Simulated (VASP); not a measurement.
Input of a VASP 6.6.1 run:

INCAR

```
PREC     = Accurate       # precision mode
ENCUT    = 500            # plane-wave cutoff, eV
EDIFF    = 1E-6           # SCF threshold, eV
ISMEAR   = 0              # smearing method
SIGMA    = 0.1            # smearing width, eV
LREAL    = F              # projectors in reciprocal space
LASPH    = T              # aspherical terms in the spheres
NELM     = 120            # most SCF steps
ALGO     = Normal         # electronic algorithm
ISIF     = 2              # what is computed and relaxed
LWAVE    = F              # write WAVECAR
LCHARG   = F              # write CHGCAR
GGA      = PE             # functional
NBANDS   = 11             # bands
GGA_COMPAT= F
```

KPOINTS

```
Automatic mesh
0
Gamma
  6 6 6
```

File POSCAR:

```
Si
1.0
    0.0000000000      2.6685666761      2.6685666761
    2.6685666761      0.0000000000      2.6685666761
    2.6685666761      2.6685666761      0.0000000000
Si
2
Direct
    0.7500000000      0.7500000000      0.7500000000
    0.5000000000      0.5000000000      0.5000000000
```

Potentials or basis: VASP PAW PBE potentials, release 64 (Si).

Run with:

```bash
$ cat potpaw_PBE.64/Si/POTCAR > POTCAR
$ mpirun -np 1 vasp_std > vasp.out
```

(1) Estimate the band gap on the k mesh.

(2) Estimate the pressure.

Results:

(1) 0.60 eV, indirect (least direct gap 2.58 eV).

(2) 7.7 GPa.
